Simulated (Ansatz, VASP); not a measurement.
Two plane-wave programs on ZnS

```
Zn S
1.0
     3.81100    0.00000    0.00000
    -1.90550    3.30042    0.00000
     0.00000    0.00000    6.23400
Zn S
2 2
Direct
  0.33333 0.66667 0.00505
  0.66667 0.33333 0.50505
  0.33333 0.66667 0.37995
  0.66667 0.33333 0.87995
```

Alike in both runs: functional PBE; k mesh 12 × 12 × 6; occupations gaussian, width 0.02 eV; no spin polarisation.

Ansatz relaxed the structure, and its values are those at the end. VASP's run is a single point on that final structure, the one shown.

```csv
,VASP,Ansatz
version,VASP 6.6.1,Ansatz 0.2.0
potentials or method,"VASP PAW PBE potentials, release 64 (Zn, S), cutoff 500 eV","scalar-relativistic, plane waves, PAW"
valence electrons in the cell,36,36
```

|  | VASP | Ansatz | Ansatz less VASP |
| --- | --- | --- | --- |
| gap on the k mesh at the Fermi level (eV) | 2.22 | 2.22 | -0.005 |
| least direct gap on the mesh (eV) | 2.22 | 2.22 | -0.005 |
| pressure (GPa) | 2.3 | 2.2 | -0.15 |

The functional is the same, so the differences come from potentials, cutoffs and numerics. Ansatz's warnings: stress scf threshold loose.
